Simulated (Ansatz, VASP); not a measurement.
# Two plane-wave programs on Zn

```
Zn
1.0
     2.66480    0.00000    0.00000
    -1.33240    2.30778    0.00000
     0.00000    0.00000    4.94670
Zn
2
Direct
  0.23661 0.62334 0.25000
  0.66667 0.33333 0.75000
```

Alike in both runs: task single point; functional PBEsol; k mesh 24 × 24 × 10; occupations gaussian, width 0.15 eV; no spin polarisation.

|  | VASP | Ansatz |
| --- | --- | --- |
| version | VASP 6.6.1 | Ansatz 0.2.0 |
| potentials or method | VASP PAW PBE potentials, release 64 (Zn), cutoff 520 eV | scalar-relativistic, plane waves, PAW |
| valence electrons in the cell | 24 | 24 |

VASP gave:

* gap on the k mesh at the Fermi level (eV): none
* pressure (GPa): -4.4
* traceless stress, the component that is largest in VASP (GPa): 2.11
* rms of the force components (eV/Å): 0.078

What did Ansatz give for the same quantities?

gap on the k mesh at the Fermi level (eV): none; pressure (GPa): -5.1; traceless stress, the component that is largest in VASP (GPa): 2.23; rms of the force components (eV/Å): 0.077.

VASP's potentials were made for PBE, not for PBEsol. Atom by atom the forces differ by 0.001 eV/Å (rms over components). A gap of «none» marks a metal or a gap that the smearing closes. With one functional, cell and mesh, what is left measures potentials, basis and numerics.
